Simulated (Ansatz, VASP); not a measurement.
# Ba3Ta5: VASP beside Ansatz

```
Ba Ta
1.0
    -3.60976    3.60976    3.60976
     3.60976   -3.60976    3.60976
     3.60976    3.60976   -3.60976
Ba Ta
3 5
Direct
  0.00000 0.50000 0.50000
  0.50000 0.50000 0.00000
  0.50000 0.00000 0.50000
  0.00000 0.00000 0.00000
  0.00000 0.00000 0.50000
  0.00000 0.50000 0.00000
  0.50000 0.00000 0.00000
  0.50000 0.50000 0.50000
```

Change from the starting cell: species swapped into the Fe5Co3 type (Im-3m, No. 229).

Alike in both runs: functional PBE; k mesh 8 × 8 × 8; occupations gaussian, width 0.1 eV; no spin polarisation.

Ansatz relaxed the structure, and its values are those at the end. VASP's run is a single point on that final structure, the one shown.

|  | VASP | Ansatz |
| --- | --- | --- |
| version | VASP 6.6.1 | Ansatz 0.2.0 |
| potentials or method | VASP PAW PBE potentials, release 64 (Ba_sv, Ta_pv), cutoff 500 eV | scalar-relativistic, plane waves, PAW |
| valence electrons in the cell | 85 | 95 |

Ansatz gave:

- gap on the k mesh at the Fermi level (eV): none
- pressure (GPa): 0.0

Q: Which values does VASP return?

A: gap on the k mesh at the Fermi level (eV): none; pressure (GPa): 1.8.

A gap of «none» marks a metal or a gap that the smearing closes. The functional is the same, so the differences come from potentials, cutoffs and numerics. VASP's potentials hold 85 valence electrons a cell and Ansatz's 95, so a difference there can come from the potentials and not from the codes.

Spin-orbit coupling is off throughout.
